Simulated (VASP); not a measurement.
# MgC18 in VASP: further runs

Runs on MgC18. Level: LDA. Tasks: single point.

Program: VASP 6.6.1. These are calculated values, not measurements. Logs are shortened: lines on timing, memory, paths and dates and some standing lists are left out, and cuts for length are marked.

### 1 The cell of the first run

The cell holds a slab with vacuum, 19 atoms: a = 7.398 Å, b = 7.398 Å, c = 12.000 Å, α = 90.00°, β = 90.00°, γ = 120.00°.

### 2 Single point, LDA

Contents of INCAR:

```
PREC = Accurate
ENCUT = 520
EDIFF = 1E-7
ISMEAR = -1
SIGMA = 0.05
LREAL = Auto
LASPH = T
NELM = 80
ALGO = Normal
ISIF = 2
LWAVE = F
LCHARG = F
GGA = CA
NBANDS = 52
```

Contents of KPOINTS:

```
regular mesh
0
Gamma
  2 2 1
```

Contents of POSCAR:

```
MgC18
1.0
    7.3980000000      0.0000000000      0.0000000000
   -3.6990000000      6.4068560000      0.0000000000
    0.0000000000      0.0000000000     12.0000000000
C Mg
18 1
Direct
   -0.0025263987      0.0014230069      0.0779250833
    0.2210684276      0.1130960334      0.0780071667
   -0.0014847123      0.3356880504      0.0782123333
    0.2197776922      0.4462134001      0.0784090000
   -0.0016385817      0.6676936394      0.0779997500
    0.2199722963      0.7785166391      0.0783925000
    0.3318420477      0.0022791210      0.0784075833
    0.5530863763      0.1128907845      0.0786126667
    0.3316358108      0.3344846521      0.0782511667
    0.5532297882      0.4450997494      0.0781761667
    0.3305780077      0.6678981079      0.0785730000
    0.5541895148      0.7796345040      0.0784885000
    0.6649436181      0.0011529836      0.0785297500
    0.8866521510      0.1120142235      0.0780713333
    0.6639490365      0.3345739314      0.0784200000
    0.8875620387      0.4463043964      0.0782650833
    0.6650087686      0.6687693621      0.0780263333
    0.8864652081      0.7793824303      0.0779355833
    0.8590927078      0.8843192355      0.3387962500
```

Potentials or basis: VASP PAW LDA potentials, release 64 (C, Mg).

The run is started by

```
$ cat potpaw_LDA.64/C/POTCAR potpaw_LDA.64/Mg/POTCAR > POTCAR
$ mpirun -np 1 vasp_std > vasp.out
```

OUTCAR:

```text
PREC = Accurate
   ENCUT = 520
   EDIFF = 1E-7
   ISMEAR = -1
   LREAL = Auto
   LASPH = T
   NELM = 80
   ISIF = 2
   GGA = CA

 ion  position               nearest neighbor table
   1  0.997  0.001  0.078-  14 1.42  18 1.42   2 1.43
   2  0.221  0.113  0.078-   9 1.42   7 1.42   1 1.43
   3  0.999  0.336  0.078-   4 1.42  16 1.42  14 1.43
   4  0.220  0.446  0.078-   3 1.42  11 1.42   9 1.43
   5  0.998  0.668  0.078-  16 1.42   6 1.42  18 1.43
   6  0.220  0.779  0.078-  11 1.42   5 1.42   7 1.43
[... 10 lines left out ...]
  17  0.665  0.669  0.078-  18 1.42  12 1.42  10 1.43
  18  0.886  0.779  0.078-  17 1.42   1 1.42   5 1.43
  19  0.859  0.884  0.339-

  LATTYP: Found a hexagonal cell.
 ALAT       =     7.3980000000
 C/A-ratio  =     1.6220600162

  Lattice vectors:

 A1 = (   7.3980000000,   0.0000000000,   0.0000000000)
 A2 = (  -3.6990000000,   6.4068560000,   0.0000000000)
 A3 = (   0.0000000000,   0.0000000000,  12.0000000000)

Analysis of symmetry for initial positions (statically):
=====================================================================
 Subroutine PRICEL returns:
 Original cell was already a primitive cell.

 Routine SETGRP: Setting up the symmetry group for a
 hexagonal supercell.

 Subroutine GETGRP returns: Found  1 space group operations
 (whereof  1 operations were pure point group operations)
 out of a pool of 24 trial point group operations.

The static configuration has the point symmetry C_1 .

Analysis of symmetry for dynamics (positions and initial velocities):
=====================================================================
 Subroutine PRICEL returns:
 Original cell was already a primitive cell.

 Routine SETGRP: Setting up the symmetry group for a
 hexagonal supercell.

 Subroutine GETGRP returns: Found  1 space group operations
 (whereof  1 operations were pure point group operations)
 out of a pool of 24 trial point group operations.

The dynamic configuration has the point symmetry C_1 .

 Subroutine INISYM returns: Found  1 space group operations
 (whereof  1 operations are pure point group operations),
 and found     1 'primitive' translations

----------------------------------------------------------------------------------------

                                     Primitive cell

  volume of cell :     568.7750

  direct lattice vectors                    reciprocal lattice vectors
     7.398000000  0.000000000  0.000000000     0.135171668  0.078041398  0.000000000
    -3.699000000  6.406856000  0.000000000     0.000000000  0.156082796  0.000000000
     0.000000000  0.000000000 12.000000000     0.000000000  0.000000000  0.083333333

  length of vectors
     7.398000000  7.398000054 12.000000000     0.156082797  0.156082796  0.083333333

  position of ions in fractional coordinates (direct lattice)
     0.997473601  0.001423007  0.077925083
     0.221068428  0.113096033  0.078007167
     0.998515288  0.335688050  0.078212333
     0.219777692  0.446213400  0.078409000
     0.998361418  0.667693639  0.077999750
     0.219972296  0.778516639  0.078392500
[... 11 lines left out ...]
     0.886465208  0.779382430  0.077935583
     0.859092708  0.884319236  0.338796250

  ion indices of the primitive-cell ions
   primitive index   ion index
                 1           1
                 2           2
                 3           3
                 4           4
                 5           5
                 6           6
[... 11 lines left out ...]
                18          18
                19          19

----------------------------------------------------------------------------------------

 KPOINTS: regular mesh

Automatic generation of k-mesh.
 Grid dimensions read from file:
 generate k-points for:    2    2    1

 Generating k-lattice:

  Cartesian coordinates                     Fractional coordinates (reciprocal lattice)
     0.067585834  0.039020699  0.000000000     0.500000000  0.000000000  0.000000000
     0.000000000  0.078041398  0.000000000     0.000000000  0.500000000  0.000000000
     0.000000000  0.000000000  0.083333333     0.000000000  0.000000000  1.000000000

  Length of vectors
     0.078041399  0.078041398  0.083333333

  Shift w.r.t. Gamma in fractional coordinates (k-lattice)
     0.000000000  0.000000000  0.000000000

 Subroutine IBZKPT returns following result:
 ===========================================

 Found      4 irreducible k-points:

 Following reciprocal coordinates:
            Coordinates               Weight
  0.000000  0.000000  0.000000      1.000000
  0.500000  0.000000  0.000000      1.000000
  0.000000  0.500000  0.000000      1.000000
  0.500000  0.500000  0.000000      1.000000
   k-points           NKPTS =      4   k-points in BZ     NKDIM =      4   number of bands    NBANDS=     52
   number of dos      NEDOS =    301   number of ions     NIONS =     19
   total plane-waves  NPLWV = 282240
   dimension x,y,z NGX =    56 NGY =   56 NGZ =   90
   dimension x,y,z NGXF=   112 NGYF=  112 NGZF=  180
   ions per type =              18   1
   NGX,Y,Z   is equivalent  to a cutoff of  12.58, 12.58, 12.47 a.u.
   NGXF,Y,Z  is equivalent  to a cutoff of  25.17, 25.17, 24.94 a.u.
 SYSTEM =  unknown system
   PREC   = accura    normal or accurate (medium, high low for compatibility)
   ISTART =      0    job   : 0-new  1-cont  2-samecut
   ICHARG =      2    charge: 1-file 2-atom 10-const
   ISPIN  =      1    spin polarized calculation?
   LNONCOLLINEAR =      F non collinear calculations
   LSORBIT =      F    spin-orbit coupling
   LASPH  =      T    aspherical Exc in radial PAW
   ENCUT  =  520.0 eV  38.22 Ry    6.18 a.u.  13.76 13.76 22.31*2*pi/ulx,y,z
   NELM   =     80;   NELMIN=  2; NELMDL= -5     # of ELM steps
   EDIFF  = 0.1E-06   stopping-criterion for ELM
   LREAL  =      T    real-space projection
   EDIFFG = 0.1E-05   stopping-criterion for IOM
   NSW    =      0    number of steps for IOM
   IBRION =     -1    ionic relax: 0-MD 1-quasi-New 2-CG
   NFREE  =      0    steps in history (QN), initial steepest desc. (CG)
   ISIF   =      2    stress and relaxation
   ISYM   =      2    0-nonsym 1-usesym 2-fastsym
   POTIM  = 0.5000    time-step for ionic-motion
   TEBEG  =    0.0;   TEEND  =   0.0 temperature during run
   PSTRESS=    0.0 pullay stress
   NELECT =      74.0000    total number of electrons
   NUPDOWN=      -1.0000    fix difference up-down
   EMIN   =  10.00;   EMAX   =-10.00  energy-range for DOS
   EFERMI =   0.00;   METHOD = LEGACY
   ISMEAR =    -1;   SIGMA  =   0.05  broadening in eV -4-tet -1-fermi 0-gaus
   EFERMI_NEDOS =   21; number of points for ismear=-14 and -15
   IALGO  =     38    algorithm
   IMIX   =      4    mixing-type and parameters
     AMIX     =   0.40;   BMIX     =  1.00
     AMIX_MAG =   1.60;   BMIX_MAG =  1.00
  volume/ion in A,a.u.               =      29.94       202.01
  Fermi-wavevector in a.u.,A,eV,Ry     =   0.829542  1.567608  9.362720  0.688140
  Thomas-Fermi vector in A             =   1.942107
   LORBIT       =      0    0 simple, 1 ext, 2 COOP (PROOUT), +10 PAW based schemes
   GGA     = CA    functional components
   LHFCALC =     F    Hartree Fock is set to
   AEXX    =    0.0000 exact exchange contribution
   IVDW    =     0    specifies the selected vdW correction
   LEPSILON=     F    determine dielectric tensor
   LRPA    =     F    only Hartree local field effects (RPA)
 non-spin polarized calculation
  energy-cutoff  :      520.00
  volume of cell :      568.78
 maximum number of plane-waves:     15363
 NGX is ok and might be reduce to    56
   NGX = 27   NGY = 27   NGZ = 45

 number of electron      74.0000001 magnetization

 Free energy of the ion-electron system (eV)
  ---------------------------------------------------
  ext. energy  EPLUGINS =         0.00000000
  ---------------------------------------------------
  free energy    TOTEN  =      -181.29499219 eV

  energy without entropy =     -181.22419273  energy(sigma->0) =     -181.25959246

 E-fermi :  -1.7164     XC(G=0):  -4.5437

 val. band max:       -1.7752906480   @ k =   0.0000   0.0000   0.0000
 cond. band min:      -1.6751727970   @ k =   0.0000   0.0000   0.0000
 fundamental gap:      0.1001178511
 Fermi energy:        -1.7163858890

 k-point     1 :       0.0000    0.0000    0.0000
  band No.  band energies     occupation
      1     -21.0111      2.00000
      2     -18.5049      2.00000
      3     -18.4716      2.00000
      4     -18.4292      2.00000
      5     -18.4277      2.00000
      6     -18.4057      2.00000
[... 41 lines left out ...]
     48       3.1485      0.00000
     49       3.1889      0.00000

 k-point     2 :       0.5000    0.0000    0.0000
  band No.  band energies     occupation
      1     -20.3716      2.00000
      2     -20.3497      2.00000
      3     -19.0997      2.00000
      4     -19.0502      2.00000
      5     -16.6241      2.00000
      6     -16.6146      2.00000
[... 41 lines left out ...]
     48       3.3745      0.00000
     49       3.6419      0.00000

 k-point     3 :       0.0000    0.5000    0.0000
  band No.  band energies     occupation
      1     -20.3713      2.00000
      2     -20.3499      2.00000
      3     -19.0994      2.00000
      4     -19.0510      2.00000
      5     -16.6230      2.00000
      6     -16.6146      2.00000
[... 41 lines left out ...]
     48       3.3743      0.00000
     49       3.6427      0.00000

 k-point     4 :       0.5000    0.5000    0.0000
  band No.  band energies     occupation
      1     -20.3716      2.00000
      2     -20.3498      2.00000
      3     -19.0998      2.00000
      4     -19.0500      2.00000
      5     -16.6243      2.00000
      6     -16.6147      2.00000
[... 41 lines left out ...]
     48       3.3746      0.00000
     49       3.6418      0.00000
 [bands above 49 left out]

------------------------ aborting loop because EDIFF is reached ----------------------------------------

  FORCE on cell =-STRESS in cart. coord.  units (eV):
  Direction    XX          YY          ZZ          XY          YZ          ZX
  --------------------------------------------------------------------------------------
  -------------------------------------------------------------------------------------
  Total       -8.9687140     -8.5101310     -0.2570400      0.0313114     -0.0034940     -0.0349966
  in kB      -25.2638901    -23.9721118     -0.7240538      0.0882009     -0.0098422     -0.0985817
  external PRESSURE =     -16.6533519 kB  Pullay stress =       0.0000000 kB

 VOLUME and BASIS-vectors are now :
 -----------------------------------------------------------------------------
  energy-cutoff  :      520.00
  volume of cell :      568.78
      direct lattice vectors                 reciprocal lattice vectors
     7.398000000  0.000000000  0.000000000     0.135171668  0.078041398  0.000000000
    -3.699000000  6.406856000  0.000000000     0.000000000  0.156082796  0.000000000
     0.000000000  0.000000000 12.000000000     0.000000000  0.000000000  0.083333333

 POSITION                                       TOTAL-FORCE (eV/Angst)
 -----------------------------------------------------------------------------------
      7.37405      0.00912      0.93510        -0.001829      0.003662      0.003252
      1.21712      0.72459      0.93609        -0.004698     -0.004071      0.001272
      6.14531      2.15070      0.93855         0.005934     -0.014909      0.002082
     -0.02463      2.85882      0.94091         0.000700      0.000589     -0.000988
      4.91608      4.27782      0.93600        -0.002346     -0.001603      0.002245
     -1.25238      4.98784      0.94071        -0.000240      0.006262      0.002073
[... 11 lines left out ...]
      3.67513      4.99339      0.93523         0.006206     -0.003931      0.001018
      3.08447      5.66571      4.06556        -0.011358      0.001284     -0.035773
 -----------------------------------------------------------------------------------
    total drift:                               -0.003862     -0.003883      0.005290

  FREE ENERGIE OF THE ION-ELECTRON SYSTEM (eV)
  ---------------------------------------------------
  free  energy   TOTEN  =      -181.2949921893 eV

  energy  without entropy=     -181.2241927279  energy(sigma->0) =     -181.25959246
```

It took 7.2 min on 1 thread of Intel Xeon 8259CL, shared host; peak memory 0.44 GiB.

Results:

| Property | Result |
| --- | --- |
| Free energy | -181.2950 eV |
| Largest force | 0.038 eV/Å |
| Band gap on the k mesh | 0.10 eV |

Forces in eV/Å, atoms in the order of the input:
```
C   -0.002  0.004  0.003
C   -0.005 -0.004  0.001
C    0.006 -0.015  0.002
C    0.001  0.001 -0.001
C   -0.002 -0.002  0.002
C    0.000  0.006  0.002
C    0.004 -0.009  0.004
C    0.002 -0.004  0.001
C   -0.003 -0.005  0.000
C   -0.001  0.016  0.003
C   -0.001  0.002  0.003
C   -0.003  0.000  0.003
C    0.003 -0.002  0.007
C    0.002  0.008  0.002
C    0.004  0.002 -0.003
C   -0.006  0.007  0.003
C    0.007 -0.004  0.001
C    0.006 -0.004  0.001
Mg  -0.011  0.001 -0.036
```

Caveat: the k points lie up to 0.49 Å⁻¹ apart.

### 3 Single point, LDA

Contents of INCAR:

```
SYSTEM = MgC18
ALGO = Normal ; EDIFF = 1E-7
ENCUT = 520 ; ISIF = 2
ISMEAR = -1 ; LASPH = .True.
LCHARG = .False. ; LREAL = Auto
LWAVE = .False. ; NBANDS = 52
NELM = 100 ; PREC = Accurate
SIGMA = 0.05
```

Contents of KPOINTS:

```
k-points
0
Gamma
  2 2 1
  0 0 0
```

Contents of POSCAR:

```
MgC18
1.0
    7.3980000000      0.0000000000      0.0000000000
   -3.6990000000      6.4068560000      0.0000000000
    0.0000000000      0.0000000000     12.0000000000
C Mg
18 1
Direct
   -0.0056802508      0.0020955676      0.0780235833
    0.2157459002      0.1126953688      0.0779270000
   -0.0061129376      0.3344670147      0.0781197500
    0.2161194983      0.4455347521      0.0783076667
   -0.0065335190      0.6680957087      0.0778930833
    0.2164958758      0.7796616624      0.0782050833
    0.3272466251      0.0011361267      0.0782294167
    0.5494974022      0.1122446017      0.0784400000
    0.3268506170      0.3349702256      0.0780759167
    0.5497993785      0.4463303062      0.0781285833
    0.3276635581      0.6685506901      0.0784115833
    0.5489097960      0.7792221333      0.0782634167
    0.6601076247      0.0015794018      0.0782805833
    0.8830802604      0.1131102369      0.0779645833
    0.6609973348      0.3352636613      0.0783157500
    0.8822684416      0.4458291243      0.0780388333
    0.6603758006      0.6676853671      0.0779440833
    0.8826053773      0.7787114304      0.0780236667
    1.0173002697      0.8842507152      0.3409069167
```

Potentials or basis: VASP PAW LDA potentials, release 64 (C, Mg).

The run is started by

```
$ cat potpaw_LDA.64/C/POTCAR potpaw_LDA.64/Mg/POTCAR > POTCAR
$ mpirun -np 1 vasp_std > vasp.out
```

It took 7.7 min on 1 thread of Intel Xeon 8259CL, shared host; peak memory 0.44 GiB.

The run converged. Its results:

* Free energy: -181.2929 eV
* Largest force: 0.041 eV/Å
* Band gap on the k mesh: 0.07 eV

Forces on the atoms (eV/Å):
```
C    0.022 -0.011  0.002
C   -0.005 -0.018  0.004
C   -0.021 -0.013 -0.001
C    0.020  0.006  0.003
C    0.001  0.023  0.003
C   -0.022  0.018  0.001
C   -0.021 -0.016  0.003
C    0.016  0.007  0.000
C   -0.003  0.017  0.001
C   -0.025  0.018  0.007
C    0.014 -0.006  0.003
C    0.000 -0.022  0.000
C   -0.002  0.019  0.005
C   -0.011  0.005  0.002
C    0.024 -0.011  0.002
C   -0.005 -0.018  0.004
C   -0.012 -0.013  0.001
C    0.023  0.015  0.002
Mg   0.006  0.001 -0.041
```

Levels at points of the mesh, in eV from the valence-band top:
| k point | band 34 | band 35 | band 36 | band 37 | band 38 | band 39 | band 40 | band 41 |
| --- | --- | --- | --- | --- | --- | --- | --- | --- |
| (0.00, 0.00, 0.00) | -2.98 | -0.23 | -0.02 | 0.00 | 0.07 | 0.07 | 3.33 | 3.57 |
| (0.50, 0.00, 0.00) | -2.63 | -2.61 | -2.32 | -0.11 | 1.62 | 2.47 | 2.49 | 2.53 |
| (0.00, 0.50, 0.00) | -2.62 | -2.61 | -2.33 | -0.12 | 1.64 | 2.47 | 2.49 | 2.53 |
| (0.50, 0.50, 0.00) | -2.63 | -2.62 | -2.32 | -0.11 | 1.63 | 2.47 | 2.49 | 2.53 |

Caveat: the k points lie up to 0.49 Å⁻¹ apart.
